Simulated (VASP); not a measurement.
A run of VASP 6.6.1 is set up as follows.

The input INCAR:

```
ALGO = Normal ; EDIFF = 1E-7
ENCUT = 520 ; GGA = PE
ISIF = 2 ; ISMEAR = 0
LASPH = True ; LCHARG = False
LREAL = False ; LWAVE = False
NBANDS = 34 ; NELM = 100
PREC = Accurate ; SIGMA = 0.05
```

KPOINTS

```
k-points
0
Gamma
  6 6 4
```

The input POSCAR:

```
SiO2
1.0
    4.9522165930      0.0000000000      0.0000000000
   -2.4761082965      4.2887453746      0.0000000000
    0.0000000000      0.0000000000      5.6688224979
Si O
3 6
Direct
    0.0000000000      0.5000000000      0.3333333333
    0.5000000000      0.5000000000      0.6666666667
    0.5000000000      0.0000000000      0.0000000000
    0.5839605948      0.7919802974      0.8333333333
    0.7919802974      0.5839605948      0.5000000000
    0.7919802974      0.2080197026      0.1666666667
    0.4160394052      0.2080197026      0.8333333333
    0.2080197026      0.4160394052      0.5000000000
    0.2080197026      0.7919802974      0.1666666667
```

Potentials or basis: VASP PAW PBE potentials, release 64 (Si, O).

The run is started by

```sh
$ cat potpaw_PBE.64/Si/POTCAR potpaw_PBE.64/O/POTCAR > POTCAR
$ mpirun -np 1 vasp_std > vasp.out
```

(1) Estimate the largest force.

(2) Predict the band gap on the k mesh.

(3) Estimate the pressure.

Answers

(1) 0.394 eV/Å.

(2) 5.75 eV, indirect (least direct gap 5.87 eV).

(3) 8.7 GPa.

Caveat: the cell differs from its parent crystal (strain -0.030 along x and y, +0.015 along z).
